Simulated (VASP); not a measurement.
## SrInH3: single point with PBE

Crystal: SrInH3.

```
Sr In H
1.0
     4.73198    0.00000    0.00000
     0.00000    4.73198    0.00000
     0.00000    0.00000    4.17647
Sr In H
1 1 3
Cartesian
  2.3660 2.3660 0.0000
  0.0000 0.0000 2.0882
  0.0000 0.0000 0.0000
  0.0000 2.3660 2.0882
  2.3660 0.0000 2.0882
```

| Item | Value |
| --- | --- |
| Program | VASP 6.6.1 |
| Task | single point |
| Functional | PBE |
| Potentials or basis | VASP PAW PBE potentials, release 64 (Sr_sv, In_d, H) |
| Cutoff | 520 eV |
| k mesh | 4 × 4 × 4 |
| Occupations | gaussian, width 0.1 eV |
| Spin | no spin polarisation |

| Property | Result |
| --- | --- |
| Pressure | -3.7 GPa |
| Band gap on the k mesh | zero (band 13 reaches 3.87 eV, above the bottom of band 14 at 3.18 eV) |

Stress tensor (GPa, compression positive):
```
-3.26  0.00  0.00
 0.00 -3.26  0.00
 0.00  0.00 -4.68
```

Levels at points of the mesh, in eV from the Fermi level:
```tsv
k point	band 9	band 10	band 11	band 12	band 13	band 14	band 15	band 16	band 17	band 18
(0.00, 0.00, 0.00)	-14.84	-8.79	-3.33	-3.05	0.15	0.15	1.51	1.52	1.87	2.55
(0.50, 0.00, 0.00)	-14.84	-7.91	-5.67	-2.70	-0.30	0.35	0.96	1.96	2.01	3.17
(0.50, 0.50, 0.00)	-14.85	-7.31	-5.03	-5.03	-1.06	0.91	2.30	2.30	2.58	2.99
(0.00, 0.00, 0.50)	-14.86	-7.16	-6.11	-2.69	-0.06	-0.06	0.74	0.88	1.27	2.81
(0.50, 0.00, 0.50)	-14.85	-6.45	-5.71	-4.80	-0.57	-0.55	1.34	1.72	1.75	3.33
(0.50, 0.50, 0.50)	-14.85	-5.72	-4.95	-4.95	-4.65	1.46	1.46	1.49	3.09	3.12
```

Wall time 53 s on 1 thread of Intel Xeon 6975P-C, with other jobs on the host, peak memory 0.21 GiB.

Caveat: the k points lie up to 0.38 Å⁻¹ apart; spin-orbit coupling is left out, which moves the levels of the heavy elements.
